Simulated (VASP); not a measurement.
# BiCl3O (Pm-3m) in VASP: notebook, part 2 of 2

VASP 6.6.1.

## (3) Relaxation of cell and atoms, PBE

This run uses another cell than the first one, of 31.22 Å³/atom.

Input file INCAR:

```
SYSTEM = BiCl3O
PREC     = Accurate       ! precision mode
ENCUT    = 600            ! plane-wave cutoff, eV
EDIFF    = 1E-7           ! SCF threshold, eV
ISMEAR   = 0              ! smearing method
SIGMA    = 0.1            ! smearing width, eV
LREAL    = .False.        ! projectors in reciprocal space
LASPH    = .True.         ! aspherical terms in the spheres
NELM     = 100            ! most SCF steps
ALGO     = Normal         ! electronic algorithm
ISIF     = 3              ! what is computed and relaxed
LWAVE    = .False.        ! write WAVECAR
LCHARG   = .False.        ! write CHGCAR
GGA      = PE             ! functional
IBRION   = 2              ! ionic algorithm
NSW      = 100            ! ionic steps
EDIFFG   = -0.01          ! ionic threshold
```

Input file KPOINTS:

```
regular mesh
0
Gamma
  8 8 8
  0 0 0
```

Input file POSCAR:

```
BiCl3O
1.0
    5.3845959526      0.0000000000      0.0000000000
    0.0000000000      5.3845959526      0.0000000000
    0.0000000000      0.0000000000      5.3845959526
Bi Cl O
1 3 1
Direct
    0.5000000000      0.5000000000      0.5000000000
    0.0000000000      0.5000000000      0.5000000000
    0.5000000000      0.0000000000      0.5000000000
    0.5000000000      0.5000000000      0.0000000000
    0.0000000000      0.0000000000      0.0000000000
```

Potentials or basis: VASP PAW PBE potentials, release 64 (Bi_d, Cl, O).

On the command line:

```console
$ cat potpaw_PBE.64/Bi_d/POTCAR potpaw_PBE.64/Cl/POTCAR potpaw_PBE.64/O/POTCAR > POTCAR
$ mpirun -np 1 vasp_std > vasp.out
```

OUTCAR:

```text
SYSTEM = BiCl3O
   PREC = Accurate
   ENCUT = 600
   EDIFF = 1E-7
   ISMEAR = 0
   LREAL = .False.
   LASPH = .True.
   NELM = 100
   ISIF = 3
   GGA = PE
   IBRION = 2
   NSW = 100
   EDIFFG = -0.01

 ion  position               nearest neighbor table
   1  0.500  0.500  0.500-   2 2.69   3 2.69   4 2.69   4 2.69   3 2.69   2 2.69
   2  0.000  0.500  0.500-   1 2.69   1 2.69
   3  0.500  0.000  0.500-   1 2.69   1 2.69
   4  0.500  0.500  0.000-   1 2.69   1 2.69
   5  0.000  0.000  0.000-

  LATTYP: Found a simple cubic cell.
 ALAT       =     5.3845959526

  Lattice vectors:

 A1 = (   5.3845959526,   0.0000000000,   0.0000000000)
 A2 = (   0.0000000000,   5.3845959526,   0.0000000000)
 A3 = (   0.0000000000,   0.0000000000,   5.3845959526)

Analysis of symmetry for initial positions (statically):
=====================================================================
 Subroutine PRICEL returns:
 Original cell was already a primitive cell.

 Routine SETGRP: Setting up the symmetry group for a
 simple cubic supercell.

 Subroutine GETGRP returns: Found 48 space group operations
 (whereof 48 operations were pure point group operations)
 out of a pool of 48 trial point group operations.

The static configuration has the point symmetry O_h .

Analysis of symmetry for dynamics (positions and initial velocities):
=====================================================================
 Subroutine PRICEL returns:
 Original cell was already a primitive cell.

 Routine SETGRP: Setting up the symmetry group for a
 simple cubic supercell.

 Subroutine GETGRP returns: Found 48 space group operations
 (whereof 48 operations were pure point group operations)
 out of a pool of 48 trial point group operations.

The dynamic configuration has the point symmetry O_h .

 Subroutine INISYM returns: Found 48 space group operations
 (whereof 48 operations are pure point group operations),
 and found     1 'primitive' translations

----------------------------------------------------------------------------------------

                                     Primitive cell

  volume of cell :     156.1203

  direct lattice vectors                    reciprocal lattice vectors
     5.384595953  0.000000000  0.000000000     0.185714956  0.000000000  0.000000000
     0.000000000  5.384595953  0.000000000     0.000000000  0.185714956  0.000000000
     0.000000000  0.000000000  5.384595953     0.000000000  0.000000000  0.185714956

  length of vectors
     5.384595953  5.384595953  5.384595953     0.185714956  0.185714956  0.185714956

  position of ions in fractional coordinates (direct lattice)
     0.500000000  0.500000000  0.500000000
     0.000000000  0.500000000  0.500000000
     0.500000000  0.000000000  0.500000000
     0.500000000  0.500000000  0.000000000
     0.000000000  0.000000000  0.000000000

  ion indices of the primitive-cell ions
[... 117 lines left out ...]

--------------------------------------- Ionic step        1  -------------------------------------------

 number of electron      42.0000011 magnetization

 Free energy of the ion-electron system (eV)
  ---------------------------------------------------
  ext. energy  EPLUGINS =         0.00000000
  ---------------------------------------------------
  free energy    TOTEN  =       -13.48997486 eV

  energy without entropy =      -13.35370816  energy(sigma->0) =      -13.42184151

------------------------ aborting loop because EDIFF is reached ----------------------------------------

  FORCE on cell =-STRESS in cart. coord.  units (eV):
  Direction    XX          YY          ZZ          XY          YZ          ZX
  --------------------------------------------------------------------------------------
  -------------------------------------------------------------------------------------
  Total        0.1977174      0.1977174      0.1977174     -0.0000000      0.0000000     -0.0000000
  in kB        2.0290662      2.0290662      2.0290662     -0.0000000      0.0000000     -0.0000000
  external PRESSURE =       2.0290662 kB  Pullay stress =       0.0000000 kB

 VOLUME and BASIS-vectors are now :
 -----------------------------------------------------------------------------
  energy-cutoff  :      600.00
  volume of cell :      156.12
      direct lattice vectors                 reciprocal lattice vectors
     5.384595953  0.000000000  0.000000000     0.185714956  0.000000000  0.000000000
     0.000000000  5.384595953  0.000000000     0.000000000  0.185714956  0.000000000
     0.000000000  0.000000000  5.384595953     0.000000000  0.000000000  0.185714956

 POSITION                                       TOTAL-FORCE (eV/Angst)
 -----------------------------------------------------------------------------------
      2.69230      2.69230      2.69230         0.000000      0.000000      0.000000
      0.00000      2.69230      2.69230         0.000000      0.000000      0.000000
      2.69230      0.00000      2.69230         0.000000      0.000000      0.000000
      2.69230      2.69230      0.00000         0.000000      0.000000      0.000000
      0.00000      0.00000      0.00000         0.000000      0.000000      0.000000
 -----------------------------------------------------------------------------------
    total drift:                                0.000000     -0.000000     -0.000000

  FREE ENERGIE OF THE ION-ELECTRON SYSTEM (eV)
  ---------------------------------------------------
  free  energy   TOTEN  =       -13.4899748635 eV

  energy  without entropy=      -13.3537081567  energy(sigma->0) =      -13.42184151

--------------------------------------- Ionic step        2  -------------------------------------------

 number of electron      42.0000012 magnetization

 Free energy of the ion-electron system (eV)
  ---------------------------------------------------
  ext. energy  EPLUGINS =         0.00000000
  ---------------------------------------------------
  free energy    TOTEN  =       -13.49061592 eV

  energy without entropy =      -13.35409572  energy(sigma->0) =      -13.42235582

 E-fermi :  -0.9247     XC(G=0):  -7.5228

 val. band max:       -0.9256975258   @ k =   0.5000   0.5000   0.2500
 cond. band min:      -0.9237447444   @ k =   0.5000   0.3750   0.2500
 fundamental gap:      0.0019527815
 Fermi energy:        -0.9246678187

 k-point     1 :       0.0000    0.0000    0.0000
  band No.  band energies     occupation
      1     -23.4511      2.00000
      2     -23.4511      2.00000
      3     -23.3894      2.00000
      4     -23.3894      2.00000
      5     -23.3894      2.00000
      6     -15.8998      2.00000
[... 661 lines left out ...]
     24       2.2112      0.00000
     25       4.3809      0.00000

 [... further k-points ...]

------------------------ aborting loop because EDIFF is reached ----------------------------------------

  FORCE on cell =-STRESS in cart. coord.  units (eV):
  Direction    XX          YY          ZZ          XY          YZ          ZX
  --------------------------------------------------------------------------------------
  -------------------------------------------------------------------------------------
  Total        0.0262221      0.0262221      0.0262221     -0.0000000     -0.0000000      0.0000000
  in kB        0.2675691      0.2675691      0.2675691     -0.0000000     -0.0000000      0.0000000
  external PRESSURE =       0.2675691 kB  Pullay stress =       0.0000000 kB

 VOLUME and BASIS-vectors are now :
 -----------------------------------------------------------------------------
  energy-cutoff  :      600.00
  volume of cell :      157.02
      direct lattice vectors                 reciprocal lattice vectors
     5.394868054 -0.000000000 -0.000000000     0.185361345  0.000000000 -0.000000000
    -0.000000000  5.394868054  0.000000000     0.000000000  0.185361345 -0.000000000
     0.000000000  0.000000000  5.394868054     0.000000000 -0.000000000  0.185361345

 POSITION                                       TOTAL-FORCE (eV/Angst)
 -----------------------------------------------------------------------------------
      2.69743      2.69743      2.69743         0.000000      0.000000      0.000000
      0.00000      2.69743      2.69743        -0.000000     -0.000000      0.000000
      2.69743      0.00000      2.69743        -0.000000     -0.000000      0.000000
      2.69743      2.69743     -0.00000        -0.000000     -0.000000      0.000000
      0.00000      0.00000      0.00000        -0.000000     -0.000000      0.000000
 -----------------------------------------------------------------------------------
    total drift:                                0.000000     -0.000000     -0.000000

  FREE ENERGIE OF THE ION-ELECTRON SYSTEM (eV)
  ---------------------------------------------------
  free  energy   TOTEN  =       -13.4906159238 eV

  energy  without entropy=      -13.3540957240  energy(sigma->0) =      -13.42235582

 reached required accuracy - stopping structural energy minimisation
```

It took 2.4 min on 1 thread of Intel Xeon 6975P-C (Granite Rapids), shared host; peak memory 0.43 GiB.

What came out:

```yaml
Free_energy: -13.4906 eV
Relaxed_volume: 31.40 Å³/atom
Relaxed_cell: a = 5.395 Å, b = 5.395 Å, c = 5.395 Å, α = 90.00°, β = 90.00°, γ = 90.00°
Space_group_after_relaxing_to_0.1_Å: Pm-3m (No. 221)
Energy_gained_by_relaxing: 0.1 meV/atom
Ionic_steps: 2
Pressure_after_relaxing: 0.0 GPa
Band_gap_on_the_k_mesh: zero (bands 21 and 22 overlap by 0.06 eV)
```

The path:
| step | energy change (eV) | largest force (eV/Å) | pressure (GPa) | volume (Å³) |
| --- | --- | --- | --- | --- |
| 1 | 0.0000 | 0.0000 | 0.20 | 156.12 |
| 2 | -0.0006 | 0.0000 | 0.03 | 157.02 |

Final structure:
```
Bi Cl O
1.0
     5.39487    0.00000    0.00000
     0.00000    5.39487    0.00000
     0.00000    0.00000    5.39487
Bi Cl O
1 3 1
Direct
  0.50000 0.50000 0.50000
  0.00000 0.50000 0.50000
  0.50000 0.00000 0.50000
  0.50000 0.50000 0.00000
  0.00000 0.00000 0.00000
```

Caveat: spin-orbit coupling is left out, which moves the levels of the heavy elements.

## (4) Single point, PBE

This run uses another cell than the first one, of 22.66 Å³/atom.

Input file INCAR:

```
SYSTEM = BiCl3O
PREC = Accurate ; ENCUT = 520
EDIFF = 1E-6 ; ISMEAR = 0
SIGMA = 0.1 ; LREAL = .FALSE.
LASPH = .TRUE. ; NELM = 100
ALGO = Normal ; ISIF = 2
LWAVE = .FALSE. ; LCHARG = .FALSE.
GGA = PE ; NBANDS = 29
```

Input file KPOINTS:

```
regular mesh
0
G
  4 4 4
  0 0 0
```

POSCAR: that of step 3 with these lines changed.

```diff
@@ -2,5 +2,5 @@
 1.0
-    5.3845959526      0.0000000000      0.0000000000
-    0.0000000000      5.3845959526      0.0000000000
-    0.0000000000      0.0000000000      5.3845959526
+    4.8387437900      0.0000000000      0.0000000000
+    0.0000000000      4.8387437900      0.0000000000
+    0.0000000000      0.0000000000      4.8387437900
 Bi Cl O
```

Potentials or basis: VASP PAW PBE potentials, release 64 (Bi_d, Cl, O).

On the command line:

```console
$ cat potpaw_PBE.64/Bi_d/POTCAR potpaw_PBE.64/Cl/POTCAR potpaw_PBE.64/O/POTCAR > POTCAR
$ mpirun -np 1 vasp_std > vasp.out
```

OUTCAR:

```text
SYSTEM = BiCl3O
   PREC = Accurate
   ENCUT = 520
   EDIFF = 1E-6
   ISMEAR = 0
   LREAL = .FALSE.
   LASPH = .TRUE.
   NELM = 100
   ISIF = 2
   GGA = PE

 ion  position               nearest neighbor table
   1  0.500  0.500  0.500-   2 2.42   3 2.42   4 2.42   4 2.42   3 2.42   2 2.42
   2  0.000  0.500  0.500-   1 2.42   1 2.42
   3  0.500  0.000  0.500-   1 2.42   1 2.42
   4  0.500  0.500  0.000-   1 2.42   1 2.42
   5  0.000  0.000  0.000-

  LATTYP: Found a simple cubic cell.
 ALAT       =     4.8387437900

  Lattice vectors:

 A1 = (   4.8387437900,   0.0000000000,   0.0000000000)
 A2 = (   0.0000000000,   4.8387437900,   0.0000000000)
 A3 = (   0.0000000000,   0.0000000000,   4.8387437900)

Analysis of symmetry for initial positions (statically):
=====================================================================
 Subroutine PRICEL returns:
 Original cell was already a primitive cell.

 Routine SETGRP: Setting up the symmetry group for a
 simple cubic supercell.

 Subroutine GETGRP returns: Found 48 space group operations
 (whereof 48 operations were pure point group operations)
 out of a pool of 48 trial point group operations.

The static configuration has the point symmetry O_h .

Analysis of symmetry for dynamics (positions and initial velocities):
=====================================================================
 Subroutine PRICEL returns:
 Original cell was already a primitive cell.

 Routine SETGRP: Setting up the symmetry group for a
 simple cubic supercell.

 Subroutine GETGRP returns: Found 48 space group operations
 (whereof 48 operations were pure point group operations)
 out of a pool of 48 trial point group operations.

The dynamic configuration has the point symmetry O_h .

 Subroutine INISYM returns: Found 48 space group operations
 (whereof 48 operations are pure point group operations),
 and found     1 'primitive' translations
[... 104 lines left out ...]
   IMIX   =      4    mixing-type and parameters
     AMIX     =   0.40;   BMIX     =  1.00
     AMIX_MAG =   1.60;   BMIX_MAG =  1.00
  volume/ion in A,a.u.               =      22.66       152.91
  Fermi-wavevector in a.u.,A,eV,Ry     =   1.176049  2.222410 18.818089  1.383091
  Thomas-Fermi vector in A             =   2.312419
   LORBIT       =      0    0 simple, 1 ext, 2 COOP (PROOUT), +10 PAW based schemes
   GGA     = PE    functional components
   LHFCALC =     F    Hartree Fock is set to
   AEXX    =    0.0000 exact exchange contribution
   IVDW    =     0    specifies the selected vdW correction
   LEPSILON=     F    determine dielectric tensor
   LRPA    =     F    only Hartree local field effects (RPA)
 non-spin polarized calculation
 Gauss-broadening in eV      SIGMA  =   0.10
  energy-cutoff  :      520.00
  volume of cell :      113.29
 maximum number of plane-waves:      3112
 NGX is ok and might be reduce to    36
   NGX = 17   NGY = 17   NGZ = 17

 number of electron      42.0000004 magnetization

 Free energy of the ion-electron system (eV)
  ---------------------------------------------------
  ext. energy  EPLUGINS =         0.00000000
  ---------------------------------------------------
  free energy    TOTEN  =       -11.44391558 eV

  energy without entropy =      -11.33832533  energy(sigma->0) =      -11.39112045

 E-fermi :   2.5351     XC(G=0):  -8.9461

 val. band max:        2.5212788806   @ k =   0.2500   0.0000   0.0000
 cond. band min:       2.5390451918   @ k =   0.2500   0.2500   0.0000
 fundamental gap:      0.0177663111
 Fermi energy:         2.5351114468

 k-point     1 :       0.0000    0.0000    0.0000
  band No.  band energies     occupation
      1     -20.8820      2.00000
      2     -20.8820      2.00000
      3     -20.5646      2.00000
      4     -20.5646      2.00000
      5     -20.5646      2.00000
      6     -14.7705      2.00000
[... 309 lines left out ...]
     28      12.0699      0.00000
     29      12.0699      0.00000

------------------------ aborting loop because EDIFF is reached ----------------------------------------

  FORCE on cell =-STRESS in cart. coord.  units (eV):
  Direction    XX          YY          ZZ          XY          YZ          ZX
  --------------------------------------------------------------------------------------
  -------------------------------------------------------------------------------------
  Total       14.0138204     14.0138204     14.0138204      0.0000000      0.0000000      0.0000000
  in kB      198.1843003    198.1843003    198.1843003      0.0000000      0.0000000      0.0000000
  external PRESSURE =     198.1843003 kB  Pullay stress =       0.0000000 kB

 VOLUME and BASIS-vectors are now :
 -----------------------------------------------------------------------------
  energy-cutoff  :      520.00
  volume of cell :      113.29
      direct lattice vectors                 reciprocal lattice vectors
     4.838743790  0.000000000  0.000000000     0.206665210  0.000000000  0.000000000
     0.000000000  4.838743790  0.000000000     0.000000000  0.206665210  0.000000000
     0.000000000  0.000000000  4.838743790     0.000000000  0.000000000  0.206665210

 POSITION                                       TOTAL-FORCE (eV/Angst)
 -----------------------------------------------------------------------------------
      2.41937      2.41937      2.41937         0.000000      0.000000      0.000000
      0.00000      2.41937      2.41937         0.000000      0.000000      0.000000
      2.41937      0.00000      2.41937         0.000000      0.000000      0.000000
      2.41937      2.41937      0.00000         0.000000      0.000000      0.000000
      0.00000      0.00000      0.00000         0.000000      0.000000      0.000000
 -----------------------------------------------------------------------------------
    total drift:                                0.000000      0.000000      0.000000

  FREE ENERGIE OF THE ION-ELECTRON SYSTEM (eV)
  ---------------------------------------------------
  free  energy   TOTEN  =       -11.4439155771 eV

  energy  without entropy=      -11.3383253259  energy(sigma->0) =      -11.39112045
```

OSZICAR:

```text
N       E                     dE             d eps       ncg     rms          rms(c)
DAV:   1     0.412845837762E+03    0.41285E+03   -0.20404E+04   580   0.146E+03
DAV:   2     0.272400871758E+02   -0.38561E+03   -0.37170E+03   660   0.361E+02
DAV:   3    -0.134228743151E+02   -0.40663E+02   -0.40080E+02   699   0.131E+02
DAV:   4    -0.147643955345E+02   -0.13415E+01   -0.13317E+01   715   0.264E+01
DAV:   5    -0.148112697476E+02   -0.46874E-01   -0.46865E-01   862   0.471E+00    0.155E+01
DAV:   6    -0.196719435018E+02   -0.48607E+01   -0.14381E+02   801   0.381E+01    0.376E+01
DAV:   7    -0.116781796309E+02    0.79938E+01   -0.47698E+01   635   0.114E+01    0.700E+00
DAV:   8    -0.114319665137E+02    0.24621E+00   -0.18676E+00   686   0.619E+00    0.340E+00
DAV:   9    -0.114477731312E+02   -0.15807E-01   -0.19490E-01   756   0.214E+00    0.155E+00
DAV:  10    -0.114475564937E+02    0.21664E-03   -0.11446E-01   740   0.203E+00    0.432E-01
DAV:  11    -0.114445723143E+02    0.29842E-02   -0.67726E-03   697   0.597E-01    0.204E-01
DAV:  12    -0.114439887885E+02    0.58353E-03   -0.65113E-03   749   0.438E-01    0.101E-01
DAV:  13    -0.114439167642E+02    0.72024E-04   -0.75210E-04   723   0.185E-01    0.131E-02
DAV:  14    -0.114439180302E+02   -0.12660E-05   -0.57642E-05   745   0.349E-02    0.110E-02
DAV:  15    -0.114439158811E+02    0.21492E-05   -0.47393E-06   718   0.178E-02    0.564E-03
DAV:  16    -0.114439155771E+02    0.30400E-06   -0.20602E-06   510   0.559E-03
   1 F= -.11443916E+02 E0= -.11391120E+02  d E =-.105590E+00
```

Wall time 14 s (1 thread of Intel Xeon 6975P-C (Granite Rapids), shared host); peak memory 0.21 GiB.

What came out:

```yaml
Free_energy: -11.4439 eV
Pressure: 19.8 GPa
Band_gap_on_the_k_mesh: zero (bands 21 and 22 overlap by 0.13 eV)
```

Levels at points of the mesh, in eV from the Fermi level:
```tsv
k point	band 18	band 19	band 20	band 21	band 22	band 23
(0.00, 0.00, 0.00)	-2.43	-2.43	0.04	0.04	0.04	6.46
(0.50, 0.00, 0.00)	-2.44	-0.99	-0.22	-0.06	-0.06	3.59
(0.50, 0.50, 0.00)	-1.54	-0.23	-0.05	-0.05	0.72	2.74
(0.50, 0.50, 0.50)	-1.53	0.07	0.07	0.07	1.81	1.81
```

Caveat: the cell stands under pressure; spin-orbit coupling is left out, which moves the levels of the heavy elements.

## (5) The runs side by side

```csv
task,cell,k mesh,cutoff (eV),gap on the mesh (eV),pressure (GPa)
single point,"a = 5.399 Å, 5 atoms",8 × 8 × 8,520,none,-0.1
relaxation of cell and atoms,"relaxed from a = 5.385 Å, 5 atoms",8 × 8 × 8,600,none,0.0
single point,"a = 4.839 Å, 5 atoms",4 × 4 × 4,520,none,19.8
```

Alike in all rows: level PBE; potentials or basis VASP PAW PBE potentials, release 64 (Bi_d, Cl, O); no spin polarisation; smearing gaussian 0.1 eV.

Caveats: spin-orbit coupling is left out, which moves the levels of the heavy elements; the cell stands under pressure (at least some runs).

Total energies depend on the potentials used, so only differences within one code and one set of settings carry meaning.
